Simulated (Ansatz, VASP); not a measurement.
# One calculation of MgZr2N2, two programs

Contents of INCAR:

```
  PREC = Accurate
  ENCUT = 600
  EDIFF = 1E-7
  ISMEAR = 0
  SIGMA = 0.1
  LREAL = F
  LASPH = T
  NELM = 60
  ALGO = Normal
  ISIF = 3
  LWAVE = F
  LCHARG = F
  GGA = PE
  IBRION = 2
  NSW = 100
  EDIFFG = -0.01
```

Contents of KPOINTS:

```
regular mesh
0
Gamma
  10 10 6
```

POSCAR

```
MgZr2N2
1.0
    3.6955630508      0.0000000000      0.0000000000
    0.0000000000      3.6955630508      0.0000000000
    0.0000000000      0.0000000000      5.8851053647
Mg Zr N
1 2 2
Direct
    0.5000000000      0.5000000000      0.0000000000
    0.0000000000      0.0000000000      0.5000000000
    0.0000000000      0.0000000000      0.0000000000
    0.5000000000      0.5000000000      0.6135689295
    0.5000000000      0.5000000000      0.3864310705
```

Input for Ansatz:

```yaml
crystal:
  lattice:
    - [3.6955630508, 0.0, 0.0]
    - [0.0, 3.6955630508, 0.0]
    - [0.0, 0.0, 5.8851053647]
  atoms:
    - { symbol: Mg, position: [0.5, 0.5, 0.0] }
    - { symbol: Zr, position: [0.0, 0.0, 0.5] }
    - { symbol: Zr, position: [0.0, 0.0, 0.0] }
    - { symbol: "N", position: [0.5, 0.5, 0.6135689295] }
    - { symbol: "N", position: [0.5, 0.5, 0.3864310705] }
basis:
  ecutwfc: 420
kpoints:
  mp_grid: { grid: [10, 10, 6] }
hamiltonian:
  xc: pbe
scf:
  occupations: { method: gaussian, width: 0.1 }
output:
  forces: true
  stress: true
  eigenvalues: true
relax:
  adjacent_minimum: "off"
  f_tol: 0.01
  max_steps: 80
  cell: { stress_tol: 0.05 }
```

Alike in both runs: task relaxation of cell and atoms; functional PBE; k mesh 10 × 10 × 6; occupations gaussian, width 0.1 eV; no spin polarisation.

```csv
,VASP,Ansatz
version,VASP 6.6.1,Ansatz 0.2.0
potentials or method,"VASP PAW PBE potentials, release 64 (Mg, Zr_sv, N), cutoff 600 eV","scalar-relativistic, plane waves, PAW"
valence electrons in the cell,36,44
```

|  | VASP | Ansatz | Ansatz less VASP |
| --- | --- | --- | --- |
| gap on the k mesh at the Fermi level, each at its own relaxed structure (eV) | none | none | - |
| relaxed volume (Å³/atom) | 16.01 | 16.08 | +0.072 |
| relaxed length of the cell vector where the two differ most in proportion (Å) | 3.700 | 3.705 | +0.0056 |

A gap of «none» marks a metal or a gap that the smearing closes. VASP's potentials hold 36 valence electrons a cell and Ansatz's 44, so a difference there can come from the potentials and not from the codes.
